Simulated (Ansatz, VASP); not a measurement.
**One calculation of MgO, two programs**

```
CELL_PARAMETERS angstrom
2.92819 0.00000 0.00000
-1.46409 2.53588 0.00000
0.00000 0.00000 5.10461
ATOMIC_POSITIONS crystal
Mg 0.00000 0.00000 0.00000
Mg 0.00000 0.00000 0.50000
O 0.33333 0.66667 0.25000
O 0.66667 0.33333 0.75000
```

Alike in both runs: task single point; functional PBE; k mesh 9 × 9 × 4; no spin polarisation.

|  | VASP | Ansatz |
| --- | --- | --- |
| version | VASP 6.6.1 | Ansatz 0.2.0 |
| potentials or method | VASP PAW PBE potentials, release 64 (Mg, O) | plane waves, PAW |
| plane-wave cutoff (eV) | 520 | 420 |
| occupations | gaussian, width 0.01 eV | fixed |
| valence electrons in the cell | 16 | 32 |

VASP gave:

| Property | Result |
| --- | --- |
| gap on the k mesh at the Fermi level (eV) | 4.39 |
| pressure (GPa) | 4.0 |
| traceless stress, the component that is largest in VASP (GPa) | 0.30 |

Question: Which values does Ansatz return?

Answer: gap on the k mesh at the Fermi level (eV): 4.41; pressure (GPa): 4.7; traceless stress, the component that is largest in VASP (GPa): 0.31.

VASP's potentials hold 16 valence electrons a cell and Ansatz's 32, so a difference there can come from the potentials and not from the codes.
